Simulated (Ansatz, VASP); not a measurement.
# In: VASP beside Ansatz

INCAR

```
PREC = Accurate ; ENCUT = 520
EDIFF = 1E-6 ; ISMEAR = 0
SIGMA = 0.15 ; LREAL = F
LASPH = T ; NELM = 80
ALGO = Fast ; ISIF = 2
LWAVE = F ; LCHARG = F
NBANDS = 12
```

KPOINTS

```
Automatic mesh
0
Gamma
  22 22 22
```

POSCAR

```
In
1.0
   -1.4915600194      1.4915600194      2.5384859970
    1.4915600194     -1.4915600194      2.5384859970
    1.4915600194      1.4915600194     -2.5384859970
In
1
Direct
    0.0000000000      0.0000000000      0.0000000000
```

Input for Ansatz:

```yaml
crystal:
  lattice:
    - [-1.4915600194, 1.4915600194, 2.538485997]
    - [1.4915600194, -1.4915600194, 2.538485997]
    - [1.4915600194, 1.4915600194, -2.538485997]
  atoms:
    - { symbol: In, position: [0.0, 0.0, 0.0] }
basis:
  ecutwfc: 420
kpoints:
  mp_grid: { grid: [22, 22, 22] }
hamiltonian:
  xc: lda
  pseudopotentials: { kind: paw }
scf:
  occupations: { method: gaussian, width: 0.15 }
output:
  forces: true
  stress: true
  eigenvalues: true
  write_density: true
  write_potential: true
  elf: true
  volumetric_format: npy
```

Alike in both runs: task single point; functional LDA; k mesh 22 × 22 × 22; occupations gaussian, width 0.15 eV; no spin polarisation.

```csv
,VASP,Ansatz
version,VASP 6.6.1,Ansatz 0.2.0
potentials or method,"VASP PAW LDA potentials, release 64 (In_d), cutoff 520 eV","scalar-relativistic, plane waves, PAW"
valence electrons in the cell,13,13
```

|  | VASP | Ansatz | Ansatz less VASP |
| --- | --- | --- | --- |
| gap on the k mesh at the Fermi level (eV) | none | none | - |
| pressure (GPa) | 5.4 | 5.5 | +0.12 |
| traceless stress, the component that is largest in VASP (GPa) | -1.73 | -1.74 | -0.006 |

LDA's correlation is that of Perdew and Zunger in VASP and of Perdew and Wang (1992) in Ansatz. A gap of «none» marks a metal or a gap that the smearing closes.
